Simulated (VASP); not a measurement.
# Fe (P6_3/mmc) in VASP: a series of runs, part 2 of 2

VASP 6.6.1. Earlier steps stand in the parts before.

### Step 4. Single point, B3LYP, collinear spin, ferromagnetic start

File POSCAR:

```
Fe
1.0
    2.4818982858      0.0000000000      0.0000000000
   -1.2409491429      2.1493869651      0.0000000000
    0.0000000000      0.0000000000      3.9172856485
Fe
2
Direct
    0.6666666667      0.3333333333      0.7500000000
    0.3333333333      0.6666666667      0.2500000000
```

File INCAR.step1:

```
SYSTEM = Fe
ALGO     = Normal         ! electronic algorithm
EDIFF    = 1E-5           ! SCF threshold, eV
ENCUT    = 520            ! plane-wave cutoff, eV
GGA      = PE             ! functional
ISIF     = 2              ! what is computed and relaxed
ISMEAR   = -1             ! smearing method
ISPIN    = 2              ! spin polarisation
LASPH    = .True.         ! aspherical terms in the spheres
LMAXMIX  = 4              ! l up to which the mixer works
LORBIT   = 11             ! projections on sites
LREAL    = .False.        ! projectors in reciprocal space
LWAVE    = .True.         ! write WAVECAR
MAGMOM   = 3 3            ! initial moments
NBANDS   = 19             ! bands
NELM     = 150            ! most SCF steps
PREC     = Accurate       ! precision mode
SIGMA    = 0.05           ! smearing width, eV
```

File INCAR.step2:

```
SYSTEM = Fe
AEXX     = 0.2            ! exact-exchange fraction
AGGAC    = 0.81         
AGGAX    = 0.72         
ALDAC    = 0.19         
ALGO     = Normal         ! electronic algorithm
EDIFF    = 1E-7           ! SCF threshold, eV
ENCUT    = 520            ! plane-wave cutoff, eV
GGA      = B3             ! functional
ISIF     = 2              ! what is computed and relaxed
ISMEAR   = -1             ! smearing method
ISPIN    = 2              ! spin polarisation
ISTART   = 1            
LASPH    = .True.         ! aspherical terms in the spheres
LCHARG   = .True.         ! write CHGCAR
LELF     = .True.         ! ELF
LHFCALC  = .True.         ! exact exchange
LMAXMIX  = 4              ! l up to which the mixer works
LORBIT   = 11             ! projections on sites
LREAL    = .False.        ! projectors in reciprocal space
LVHAR    = .True.       
LWAVE    = .False.        ! write WAVECAR
MAGMOM   = 3 3            ! initial moments
NBANDS   = 19             ! bands
NELM     = 150            ! most SCF steps
PREC     = Accurate       ! precision mode
PRECFOCK = Normal       
SIGMA    = 0.05           ! smearing width, eV
```

File KPOINTS:

```
k-points
0
Gamma
  6 6 4
  0 0 0
```

Potentials or basis: VASP PAW PBE potentials, release 64 (Fe).

Run with:

```bash
$ cat potpaw_PBE.64/Fe/POTCAR > POTCAR
$ cp INCAR.step1 INCAR
$ mpirun -np 1 vasp_std > vasp.out
$ cp INCAR.step2 INCAR
$ mpirun -np 1 vasp_std > vasp.out
```

OUTCAR:

```text
SYSTEM = Fe
   AEXX = 0.2
   EDIFF = 1E-7
   ENCUT = 520
   GGA = B3
   ISIF = 2
   ISMEAR = -1
   ISPIN = 2
   ISTART = 1
   LASPH = .True.
   LHFCALC = .True.
   LORBIT = 11
   LREAL = .False.
   NELM = 150
   PREC = Accurate
   PRECFOCK = Normal

 ion  position               nearest neighbor table
   1  0.667  0.333  0.750-   2 2.43   2 2.43   2 2.43   2 2.43   2 2.43   2 2.43
   2  0.333  0.667  0.250-   1 2.43   1 2.43   1 2.43   1 2.43   1 2.43   1 2.43

  LATTYP: Found a hexagonal cell.
 ALAT       =     2.4818982858
 C/A-ratio  =     1.5783425416

  Lattice vectors:

 A1 = (   2.4818982858,   0.0000000000,   0.0000000000)
[... 1143 lines left out ...]
 VOLUME and BASIS-vectors are now :
 -----------------------------------------------------------------------------
  energy-cutoff  :      520.00
  volume of cell :       20.90
      direct lattice vectors                 reciprocal lattice vectors
     2.481898286  0.000000000  0.000000000     0.402917398  0.232624468  0.000000000
    -1.240949143  2.149386965  0.000000000     0.000000000  0.465248937  0.000000000
     0.000000000  0.000000000  3.917285649     0.000000000  0.000000000  0.255278805

 POSITION                                       TOTAL-FORCE (eV/Angst)
 -----------------------------------------------------------------------------------
      1.24095      0.71646      2.93796         0.000000      0.000000      0.000000
     -0.00000      1.43292      0.97932        -0.000000      0.000000     -0.000000
 -----------------------------------------------------------------------------------
    total drift:                               -0.000000      0.000000     -0.000000

  FREE ENERGIE OF THE ION-ELECTRON SYSTEM (eV)
  ---------------------------------------------------
  free  energy   TOTEN  =       -18.3750067567 eV

  energy  without entropy=      -18.3717991098  energy(sigma->0) =      -18.37340293

 total charge

# of ion       s       p       d       tot
------------------------------------------
    1        0.525   0.586   6.406   7.517
    2        0.525   0.586   6.406   7.517
--------------------------------------------------
tot          1.050   1.173  12.811  15.034

 magnetization (x)

# of ion       s       p       d       tot
------------------------------------------
    1        0.008   0.021  -0.307  -0.277
    2        0.008   0.021  -0.307  -0.277
--------------------------------------------------
tot          0.017   0.043  -0.614  -0.555
```

OUTCAR.step1:

```text
SYSTEM = Fe
   EDIFF = 1E-5
   ENCUT = 520
   GGA = PE
   ISIF = 2
   ISMEAR = -1
   ISPIN = 2
   LASPH = .True.
   LORBIT = 11
   LREAL = .False.
   NELM = 150
   PREC = Accurate

 ion  position               nearest neighbor table
[... 1170 lines left out ...]

# of ion       s       p       d       tot
------------------------------------------
    1        0.525   0.606   6.319   7.450
    2        0.525   0.606   6.319   7.450
--------------------------------------------------
tot          1.050   1.213  12.638  14.901

 magnetization (x)

# of ion       s       p       d       tot
------------------------------------------
    1        0.003   0.003  -0.214  -0.209
    2        0.003   0.003  -0.214  -0.209
--------------------------------------------------
tot          0.005   0.005  -0.428  -0.418
```

OSZICAR.step1:

```text
N       E                     dE             d eps       ncg     rms          rms(c)
DAV:   1     0.798456262010E+02    0.79846E+02   -0.74403E+03  1660   0.115E+03
DAV:   2    -0.141524289787E+02   -0.93998E+02   -0.84647E+02  1596   0.207E+02
DAV:   3    -0.176157804126E+02   -0.34634E+01   -0.32963E+01  1840   0.500E+01
DAV:   4    -0.176422931116E+02   -0.26513E-01   -0.26492E-01  1799   0.413E+00
DAV:   5    -0.176425860952E+02   -0.29298E-03   -0.29298E-03  1846   0.400E-01    0.191E+01
DAV:   6    -0.161758743126E+02    0.14667E+01   -0.60465E+00  1717   0.526E+01    0.315E+00
DAV:   7    -0.161806742997E+02   -0.48000E-02   -0.40995E-01  1927   0.111E+01    0.410E+00
DAV:   8    -0.162013911582E+02   -0.20717E-01   -0.58210E-03  2014   0.123E+00    0.272E+00
DAV:   9    -0.162464466325E+02   -0.45055E-01   -0.84243E-03  2214   0.172E+00    0.223E+00
DAV:  10    -0.162680163558E+02   -0.21570E-01   -0.47191E-02  2324   0.427E+00    0.399E-01
DAV:  11    -0.162698302407E+02   -0.18139E-02   -0.31113E-03  2201   0.609E-01    0.242E-01
DAV:  12    -0.162704463046E+02   -0.61606E-03   -0.32861E-04  2362   0.322E-01    0.179E-01
DAV:  13    -0.162705010515E+02   -0.54747E-04   -0.76915E-05  1888   0.153E-01    0.118E-01
DAV:  14    -0.162703614512E+02    0.13960E-03   -0.10427E-04  2157   0.198E-01    0.789E-02
DAV:  15    -0.162703722412E+02   -0.10790E-04   -0.10070E-05  1083   0.541E-02    0.540E-02
DAV:  16    -0.162703719308E+02    0.31039E-06   -0.10730E-05   928   0.675E-02
   1 F= -.16270372E+02 E0= -.16254799E+02  d E =-.311454E-01  mag=    -0.4213
```

Run time: 53 min. Hardware: 1 thread of Intel Xeon 6975P-C (Granite Rapids), shared host; peak memory 0.16 GiB.

What came out:

| Item | Value |
| --- | --- |
| Free energy | -18.3750 eV |
| Pressure | -10.8 GPa |
| Net moment | -0.56 μB per cell |
| Site moments | Fe -0.28 μB |
| Valence electrons inside the program's atomic spheres | Fe 7.52 |

Stress tensor (GPa, compression positive):
```
 -9.48   0.00   0.00
  0.00  -9.48   0.00
  0.00   0.00 -13.48
```

Caveat: the k points lie up to 0.49 Å⁻¹ apart; the PAW data sets were made with another functional, which shifts forces and pressure a little.
